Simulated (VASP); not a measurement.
# Al3BN2 (P1) in VASP: single point with PBE

Aim: the single point of Al3BN2 with PBE.

Everything below comes from runs of VASP 6.6.1. Logs are shortened: lines on timing, memory, paths and dates and some standing lists are left out, and cuts for length are marked.

### 1 The cell of the first run

The typed cell holds 12 atoms: a = 4.382 Å, b = 4.594 Å, c = 9.260 Å, α = 75.77°, β = 88.26°, γ = 76.03°.

### 2 Single point, PBE

INCAR reads:

```
SYSTEM = Al3BN2
PREC = Accurate
ENCUT = 520
EDIFF = 1E-6
ISMEAR = 0
SIGMA = 0.1
LREAL = .FALSE.
LASPH = .TRUE.
NELM = 100
ALGO = Normal
ISIF = 2
LWAVE = .FALSE.
LCHARG = .FALSE.
GGA = PE
NBANDS = 34
```

KPOINTS reads:

```
Automatic mesh
0
G
  4 4 2
  0 0 0
```

POSCAR reads:

```
Al3BN2
1.0
    4.3822176134      0.0000000000      0.0000000000
    1.1090790399      4.4582083523      0.0000000000
    0.2816961227      2.2753772155      8.9711765952
Al B N
6 2 4
Direct
    0.4912968850      0.9704492483      0.8048046644
    0.5639785043      0.0074861135      0.2338470859
    0.9287190233      0.4439943437      0.4874577218
    0.3977557774      0.4502987954      0.9981301567
    0.5121546176      0.0201175533      0.5055424289
    0.9631658925      0.0155176438      0.9829906889
    0.1717525899      0.5865313842      0.7411558888
    0.8390700062      0.4325225958      0.2263120217
    0.1738838393      0.3172009565      0.8506949090
    0.7663938109      0.2324248179      0.3515553832
    0.3077091878      0.8056478502      0.6595968987
    0.8841198658      0.7178086971      0.1579121520
```

Potentials or basis: VASP PAW PBE potentials, release 64 (Al, B, N).

The run is started by

```
> cat potpaw_PBE.64/Al/POTCAR potpaw_PBE.64/B/POTCAR potpaw_PBE.64/N/POTCAR > POTCAR
> mpirun -np 1 vasp_std > vasp.out
```

OUTCAR:

```text
SYSTEM = Al3BN2
   PREC = Accurate
   ENCUT = 520
   EDIFF = 1E-6
   ISMEAR = 0
   LREAL = .FALSE.
   LASPH = .TRUE.
   NELM = 100
   ISIF = 2
   GGA = PE

 ion  position               nearest neighbor table
   1  0.491  0.970  0.805-   9 1.97  11 1.97   7 2.68   4 2.72   5 2.72   6 2.76   7 2.76   6 2.80
                             4 3.11
   2  0.564  0.007  0.234-  12 1.93  10 2.02   8 2.52   5 2.53   4 2.58   8 2.64   6 2.86   3 3.16

   3  0.929  0.444  0.487-  10 2.01   8 2.48   5 2.80   5 2.87   5 2.95   2 3.16
   4  0.398  0.450  0.998-   9 2.00   7 2.48   2 2.58   1 2.72   6 2.80   6 2.81   6 3.10   1 3.11

   5  0.512  0.020  0.506-  11 1.86  10 1.99   2 2.53   1 2.72   3 2.80   3 2.87   3 2.95
   6  0.963  0.016  0.983-  12 1.93   9 2.00   1 2.76   1 2.80   4 2.80   4 2.81   2 2.86   4 3.10

   7  0.172  0.587  0.741-  11 1.35   9 1.39   4 2.48   1 2.68   1 2.76
   8  0.839  0.433  0.226-  12 1.37  10 1.37   3 2.48   2 2.52   2 2.64
   9  0.174  0.317  0.851-   7 1.39   1 1.97   4 2.00   6 2.00
  10  0.766  0.232  0.352-   8 1.37   5 1.99   3 2.01   2 2.02
  11  0.308  0.806  0.660-   7 1.35   5 1.86   1 1.97
  12  0.884  0.718  0.158-   8 1.37   6 1.93   2 1.93

  LATTYP: Found a triclinic cell.
 ALAT       =    15.4626846161
 B/A-ratio  =     0.4574358339
 C/A-ratio  =     1.2223159822
 COS(alpha) =     0.0051022202
 COS(beta)  =     0.5871946081
 COS(gamma) =     0.8079782315

  Lattice vectors:

 A1 = (  10.7008971839,   6.6410394891,  -8.9711765952)
 A2 = (   5.4912966533,   4.4582083523,   0.0000000000)
 A3 = (   3.8188253680,  -4.5507544310, -17.9423531904)

Analysis of symmetry for initial positions (statically):
=====================================================================
 Subroutine PRICEL returns:
 Original cell was already a primitive cell.

 Routine SETGRP: Setting up the symmetry group for a
 triclinic supercell.

 Subroutine GETGRP returns: Found  1 space group operations
 (whereof  1 operations were pure point group operations)
 out of a pool of  2 trial point group operations.

The static configuration has the point symmetry C_1 .

Analysis of symmetry for dynamics (positions and initial velocities):
=====================================================================
[... 132 lines left out ...]
   ISYM   =      2    0-nonsym 1-usesym 2-fastsym
   POTIM  = 0.5000    time-step for ionic-motion
   TEBEG  =    0.0;   TEEND  =   0.0 temperature during run
   PSTRESS=    0.0 pullay stress
   NELECT =      44.0000    total number of electrons
   NUPDOWN=      -1.0000    fix difference up-down
   EMIN   =  10.00;   EMAX   =-10.00  energy-range for DOS
   EFERMI =   0.00;   METHOD = LEGACY
   ISMEAR =     0;   SIGMA  =   0.10  broadening in eV -4-tet -1-fermi 0-gaus
   EFERMI_NEDOS =   21; number of points for ismear=-14 and -15
   IALGO  =     38    algorithm
   IMIX   =      4    mixing-type and parameters
     AMIX     =   0.40;   BMIX     =  1.00
     AMIX_MAG =   1.60;   BMIX_MAG =  1.00
  volume/ion in A,a.u.               =      14.61        98.56
  Fermi-wavevector in a.u.,A,eV,Ry     =   1.032740  1.951596 14.511330  1.066553
  Thomas-Fermi vector in A             =   2.166953
   LORBIT       =      0    0 simple, 1 ext, 2 COOP (PROOUT), +10 PAW based schemes
   GGA     = PE    functional components
   LHFCALC =     F    Hartree Fock is set to
   AEXX    =    0.0000 exact exchange contribution
   IVDW    =     0    specifies the selected vdW correction
   LEPSILON=     F    determine dielectric tensor
   LRPA    =     F    only Hartree local field effects (RPA)
 non-spin polarized calculation
 Gauss-broadening in eV      SIGMA  =   0.10
  energy-cutoff  :      520.00
  volume of cell :      175.27
 maximum number of plane-waves:      4756
 NGX is ok and might be reduce to    36
   NGX = 17   NGY = 17   NGZ = 35

 number of electron      44.0000000 magnetization

 Free energy of the ion-electron system (eV)
  ---------------------------------------------------
  ext. energy  EPLUGINS =         0.00000000
  ---------------------------------------------------
  free energy    TOTEN  =       -69.50867724 eV

  energy without entropy =      -69.50097034  energy(sigma->0) =      -69.50482379

 E-fermi :   5.2365     XC(G=0):  -9.5615

 val. band max:        5.2302132176   @ k =   0.2500   0.0000   0.0000
 cond. band min:       5.3311307076   @ k =   0.5000   0.2500   0.0000
 fundamental gap:      0.1009174900
 Fermi energy:         5.2364892679

 k-point     1 :       0.0000    0.0000    0.0000
  band No.  band energies     occupation
      1     -12.1126      2.00000
      2     -11.9337      2.00000
      3     -10.8908      2.00000
      4     -10.7121      2.00000
      5      -3.5353      2.00000
      6      -3.1693      2.00000
[... 729 lines left out ...]
     33       9.9103      0.00000
     34      10.9684      0.00000

------------------------ aborting loop because EDIFF is reached ----------------------------------------

  FORCE on cell =-STRESS in cart. coord.  units (eV):
  Direction    XX          YY          ZZ          XY          YZ          ZX
  --------------------------------------------------------------------------------------
  -------------------------------------------------------------------------------------
  Total        0.1115990     -0.2347044      1.1162750     -0.3403027      0.2319004      0.5200377
  in kB        1.0201571     -2.1454982     10.2041791     -3.1108017      2.1198662      4.7538083
  external PRESSURE =       3.0262793 kB  Pullay stress =       0.0000000 kB

 VOLUME and BASIS-vectors are now :
 -----------------------------------------------------------------------------
  energy-cutoff  :      520.00
  volume of cell :      175.27
      direct lattice vectors                 reciprocal lattice vectors
     4.382217613  0.000000000  0.000000000     0.228194966 -0.056768602  0.007232981
     1.109079040  4.458208352  0.000000000     0.000000000  0.224305353 -0.056891009
     0.281696123  2.275377215  8.971176595     0.000000000  0.000000000  0.111468099

 POSITION                                       TOTAL-FORCE (eV/Angst)
 -----------------------------------------------------------------------------------
      3.45599      6.15770      7.22004         0.198462      0.158525      0.034438
      2.54565      0.56546      2.09788         0.131322     -0.216730      0.038409
      4.69959      3.08857      4.37307        -0.318774     -0.224382      0.110929
      2.52364      4.27865      8.95440        -0.103687      0.072648      0.056831
      2.40909      1.23999      4.53531         0.024377     -0.054589      0.125785
      4.51492      2.30586      8.81858        -0.059812     -0.149934     -0.191477
      1.61195      4.30129      6.64904         0.164004     -0.181981     -0.540476
      4.22044      2.44322      2.03029         0.240817      0.083800     -0.315181
      1.35344      3.34980      7.63173        -0.078196      0.246765      0.056965
      3.71531      1.83612      3.15387         0.165397      0.271183     -0.066498
      2.42778      5.09258      5.91736        -0.254593     -0.094662      0.573303
      4.71500      3.55945      1.41666        -0.109315      0.089356      0.116972
 -----------------------------------------------------------------------------------
    total drift:                               -0.000034     -0.000074      0.000643

  FREE ENERGIE OF THE ION-ELECTRON SYSTEM (eV)
  ---------------------------------------------------
  free  energy   TOTEN  =       -69.5086772420 eV

  energy  without entropy=      -69.5009703397  energy(sigma->0) =      -69.50482379
```

OSZICAR:

```text
N       E                     dE             d eps       ncg     rms          rms(c)
DAV:   1     0.163318420557E+03    0.16332E+03   -0.18360E+04  1360   0.109E+03
DAV:   2    -0.575727010422E+02   -0.22089E+03   -0.20913E+03  1750   0.212E+02
DAV:   3    -0.795656481631E+02   -0.21993E+02   -0.21718E+02  1726   0.693E+01
DAV:   4    -0.799992502497E+02   -0.43360E+00   -0.43255E+00  1688   0.108E+01
DAV:   5    -0.800068918514E+02   -0.76416E-02   -0.76361E-02  1718   0.142E+00    0.180E+01
DAV:   6    -0.697012741051E+02    0.10306E+02   -0.41677E+01  1626   0.316E+01    0.756E+00
DAV:   7    -0.696350065002E+02    0.66268E-01   -0.27651E+00  1582   0.863E+00    0.458E+00
DAV:   8    -0.695261718376E+02    0.10883E+00   -0.63258E-01  1652   0.380E+00    0.110E+00
DAV:   9    -0.695075367092E+02    0.18635E-01   -0.11364E-01  1728   0.180E+00    0.441E-01
DAV:  10    -0.695083229220E+02   -0.78621E-03   -0.14181E-02  1550   0.672E-01    0.255E-01
DAV:  11    -0.695086092600E+02   -0.28634E-03   -0.23884E-03  1630   0.254E-01    0.781E-02
DAV:  12    -0.695086567713E+02   -0.47511E-04   -0.26854E-04  1632   0.105E-01    0.340E-02
DAV:  13    -0.695086715515E+02   -0.14780E-04   -0.67068E-05  1616   0.476E-02    0.139E-02
DAV:  14    -0.695086764465E+02   -0.48950E-05   -0.17995E-05  1622   0.224E-02    0.386E-03
DAV:  15    -0.695086772420E+02   -0.79549E-06   -0.23684E-06  1190   0.101E-02
   1 F= -.69508677E+02 E0= -.69504824E+02  d E =-.770690E-02
```

It took 96 s on 1 thread of AMD EPYC 9R45 (Zen 5), shared host; peak memory 0.28 GiB.

Results:

```yaml
Free_energy: -69.5087 eV
Pressure: 0.3 GPa
Largest_force: 0.634 eV/Å
Band_gap_on_the_k_mesh: zero (bands 22 and 23 overlap by 0.25 eV)
```

Forces in eV/Å, atoms in the order of the input:
```
Al   0.198  0.159  0.034
Al   0.131 -0.217  0.038
Al  -0.319 -0.224  0.111
Al  -0.104  0.073  0.057
Al   0.024 -0.055  0.126
Al  -0.060 -0.150 -0.191
B    0.164 -0.182 -0.540
B    0.241  0.084 -0.315
N   -0.078  0.247  0.057
N    0.165  0.271 -0.066
N   -0.255 -0.095  0.573
N   -0.109  0.089  0.117
```

Stress tensor (GPa, compression positive):
```
 0.10 -0.31  0.48
-0.31 -0.21  0.21
 0.48  0.21  1.02
```

Levels at points of the mesh, in eV from the Fermi level:
```
           k point  band 20  band 21  band 22  band 23  band 24  band 25
(0.00, 0.00, 0.00)    -1.65    -0.52    -0.09     0.25     1.43     1.74
(0.50, 0.00, 0.00)    -1.28    -0.98    -0.85    -0.09     1.70     1.81
(0.00, 0.50, 0.00)    -1.57    -1.13    -0.17     0.78     1.22     1.31
(0.50, 0.50, 0.00)    -1.50    -0.82    -0.12     0.24     1.10     1.76
(0.00, 0.00, 0.50)    -1.20    -1.02    -0.40     1.14     1.47     1.94
(0.50, 0.00, 0.50)    -1.23    -1.02    -0.68     0.66     1.33     1.56
(0.00, 0.50, 0.50)    -1.60    -0.96    -0.46     0.59     1.13     1.97
(0.50, 0.50, 0.50)    -1.13    -1.00    -0.18     0.34     1.21     1.50
```

Caveat: the k points lie up to 0.37 Å⁻¹ apart; semilocal functionals underestimate gaps, so a narrow gap can read as zero.
